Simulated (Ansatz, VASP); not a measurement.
## IrOs2 in VASP and in Ansatz

INCAR

```
SYSTEM = IrOs2
ALGO = Normal ; DIPOL = 0.5 0.5 0.500
EDIFF = 1E-7 ; ENCUT = 520
GGA = CA ; IDIPOL = 3
ISIF = 2 ; ISMEAR = -1
LASPH = .TRUE. ; LCHARG = .FALSE.
LDIPOL = .TRUE. ; LREAL = .FALSE.
LWAVE = .FALSE. ; NBANDS = 20
NELM = 80 ; PREC = Accurate
SIGMA = 0.08
```

The input KPOINTS:

```
k-points
0
G
  17 17 1
  0 0 0
```

The input POSCAR:

```
IrOs2
1.0
    2.6891484158      0.0000000000      0.0000000000
   -1.3445742079      2.3288708427      0.0000000000
    0.0000000000      0.0000000000     20.3914000000
Ir Os
1 2
Direct
    0.1666666667      0.3333333333      0.3960381901
    0.5000000000      1.0000000000      0.4999999936
    0.8333333333      0.6666666667      0.6039618160
```

Input for Ansatz:

```yaml
crystal:
  lattice:
    - [2.6891484158, 0.0, 0.0]
    - [-1.3445742079, 2.3288708427, 0.0]
    - [0.0, 0.0, 20.3914]
  atoms:
    - { symbol: Ir, position: [0.1666666667, 0.3333333333, 0.3960381901] }
    - { symbol: Os, position: [0.5, 1.0, 0.4999999936] }
    - { symbol: Os, position: [0.8333333333, 0.6666666667, 0.603961816] }
kpoints:
  mp_grid: { grid: [17, 17, 1] }
scf:
  occupations: { method: fermi_dirac, width: 0.08 }
hamiltonian:
  xc: lda
  pseudopotentials: { kind: paw }
output:
  forces: true
  stress: true
  eigenvalues: true
efield:
  axis: 3
  amplitude: 0
  dipole_correction: true
```

Alike in both runs: task single point; functional LDA; k mesh 17 × 17 × 1; occupations fermi-dirac, width 0.08 eV; no spin polarisation.

```csv
,VASP,Ansatz
version,VASP 6.6.1,Ansatz 0.2.0
potentials or method,"VASP PAW LDA potentials, release 64 (Ir, Os)","PAW with Ansatz's default frozen-core files, scalar-relativistic"
plane-wave cutoff (eV),520,420
valence electrons in the cell,25,49
```

|  | VASP | Ansatz | Ansatz less VASP |
| --- | --- | --- | --- |
| rms of the force components (eV/Å) | 0.387 | 0.359 | -0.0284 |

LDA's correlation is that of Perdew and Zunger in VASP and of Perdew and Wang (1992) in Ansatz. Atom by atom the forces differ by 0.047 eV/Å (rms over components). VASP's potentials hold 25 valence electrons a cell and Ansatz's 49, so a difference there can come from the potentials and not from the codes.

Spin-orbit coupling is off throughout.
